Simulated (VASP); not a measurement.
**SnSe: single point with LDA**

Slab: SnSe, a slab with vacuum.

```
Sn Se
1.0
     4.18990    0.00000    0.00000
     0.00000    4.18990    0.00000
     0.00000    0.00000   10.97962
Sn Se
2 2
Cartesian
  2.0949 0.0000 4.1521
  0.0000 2.0949 6.8275
  2.0949 0.0000 6.9769
  0.0000 2.0949 4.1527
```

This cell differs from its parent crystal: atom 3 (Se) moved -0.150 Å towards its neighbour atom 1 (Sn) at 2.675 Å.

| Quantity | Value |
| --- | --- |
| Program | VASP 6.6.1 |
| Task | single point |
| Functional | LDA |
| Potentials or basis | VASP PAW LDA potentials, release 64 (Sn_d, Se) |
| Cutoff | 500 eV |
| k mesh | 6 × 6 × 4 |
| Occupations | gaussian, width 0.05 eV |
| Spin | no spin polarisation |

| Property | Result |
| --- | --- |
| Largest force | 0.680 eV/Å |
| Band gap on the k mesh | 1.17 eV, direct |

Forces on the atoms (eV/Å):
```
Sn   0.000  0.000  0.582
Sn   0.000  0.000  0.197
Se   0.000  0.000 -0.680
Se   0.000  0.000 -0.099
```

Levels at points of the mesh, in eV from the valence-band top:
```tsv
k point	band 17	band 18	band 19	band 20	band 21	band 22	band 23	band 24
(0.00, 0.00, 0.00)	-3.36	-2.21	-2.21	-0.99	1.44	3.44	3.56	4.65
(0.50, 0.00, 0.00)	-1.91	-1.65	-0.32	0.00	1.17	1.29	1.64	1.85
(0.50, 0.50, 0.00)	-3.88	-3.88	-2.07	-1.98	2.88	3.39	4.07	4.07
(0.00, 0.00, 0.50)	-3.36	-2.21	-2.21	-0.99	1.30	3.44	4.47	4.65
(0.50, 0.00, 0.50)	-1.91	-1.65	-0.32	0.00	1.17	1.30	1.64	1.85
(0.50, 0.50, 0.50)	-3.88	-3.88	-2.07	-1.98	2.85	3.36	4.10	4.10
```

Run time: 84 s on 1 thread of Intel(R) Xeon(R) 6975P-C (Granite Rapids), on a shared host, peak memory 0.3 GiB.

Caveat: the cell differs from its parent crystal (atom 3 (Se) moved -0.150 Å towards its neighbour atom 1 (Sn) at 2.675 Å); spin-orbit coupling is left out, which moves the levels of the heavy elements.
